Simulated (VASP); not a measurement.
**InP: single point with PBE**

The system is InP.

```
In P
1.0
     0.00000    2.94619    2.94619
     2.94619    0.00000    2.94619
     2.94619    2.94619    0.00000
In P
1 1
Direct
  0.00000 0.00000 0.00000
  0.50000 0.50000 0.50000
```

This cell differs from its parent crystal: strained.

- Program: VASP 6.6.1
- Task: single point
- Functional: PBE
- Potentials or basis: VASP PAW PBE potentials, release 64 (In_d, P)
- Cutoff: 500 eV
- k mesh: 12 × 12 × 12
- Occupations: gaussian, width 0.1 eV
- Spin: no spin polarisation

The pressure is -8.7 GPa and the band gap on the k mesh is zero (bands 9 and 10 overlap by 2.03 eV).

Levels at points of the mesh, in eV from the Fermi level:
```
           k point  band 7  band 8  band 9  band 10  band 11  band 12
(0.00, 0.00, 0.00)   -0.79   -0.15   -0.15    -0.15     7.06     7.06
(0.50, 0.00, 0.00)   -5.72    0.13    0.13     2.36     3.42     3.42
(0.50, 0.50, 0.00)   -3.87   -2.68   -1.77    -1.77     4.20     8.38
```

Run time: 71 s on 1 thread of Intel Xeon 8259CL, on a shared host, peak memory 0.2 GiB.

Caveat: the cell differs from its parent crystal (strained); the cell stands under tension; spin-orbit coupling is left out, which moves the levels of the heavy elements.
